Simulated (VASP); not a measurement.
Bi, 2 atoms in the cell. Symmetry: Fd-3m, No. 227, cubic system. The conventional cell has a = 7.540 Å, b = 7.540 Å, c = 7.540 Å, α = 90.00°, β = 90.00°, γ = 90.00°. Within 4.3 Å of Bi (site symmetry -43m) lie 4 Bi at 3.27 Å.  This cell differs from its parent crystal: volume scaled by 1.04.

- Program: VASP 6.6.1
- Task: single point
- Functional: BLYP
- Potentials or basis: VASP PAW PBE potentials, release 64 (Bi_d)
- Cutoff: 520 eV
- k mesh: 8 × 8 × 8
- Occupations: fermi-dirac, width 0.1 eV
- Spin: no spin polarisation
- Dipole correction: no
- Further INCAR settings: ALGO = Normal; EDIFF = 1e-06; NBANDS = 22

Potentials or basis: VASP PAW PBE potentials, release 64 (Bi_d).

The run is started by

```sh
$ cat potpaw_PBE.64/Bi_d/POTCAR > POTCAR
$ mpirun -np 1 vasp_std > vasp.out
```

Hardware: 1 thread of Intel(R) Xeon(R) Platinum 8488C (Sapphire Rapids), on a shared host.

**Question.** How long does it take, and how much memory?

**Answer.** Run time: 81 s on 1 thread of Intel(R) Xeon(R) Platinum 8488C (Sapphire Rapids) (shared host), peak memory 0.25 GiB. Counts: scf iterations 12, k points 29.
